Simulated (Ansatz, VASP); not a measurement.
## Pd: VASP beside Ansatz

```
CELL_PARAMETERS angstrom
0.00000 2.90798 2.90798
2.90798 0.00000 2.90798
2.90798 2.90798 0.00000
ATOMIC_POSITIONS crystal
Pd 0.12500 0.12500 0.12500
Pd 0.87500 0.87500 0.87500
```

Alike in both runs: task single point; functional RPBE; k mesh 10 × 10 × 10; occupations fermi-dirac, width 0.05 eV; collinear spin.

```csv
,VASP,Ansatz
version,VASP 6.6.1,Ansatz 0.2.0
potentials or method,"VASP PAW PBE potentials, release 64 (Pd), cutoff 520 eV","plane waves (420 eV) with PAW, scalar-relativistic"
valence electrons in the cell,20,36
```

```tsv
	VASP	Ansatz	Ansatz less VASP
pressure (GPa)	2.2	2.5	+0.29
net moment per atom (μB)	0.46	0.46	0.000
size of the moment on the site where the two differ most (μB)	0.45	0.45	0.000
```

VASP's potentials were made for PBE, not for RPBE. Site moments also hang on the region over which each program counts them. The functional is the same, so the differences come from potentials, cutoffs and numerics. VASP's potentials hold 20 valence electrons a cell and Ansatz's 36, so a difference there can come from the potentials and not from the codes.
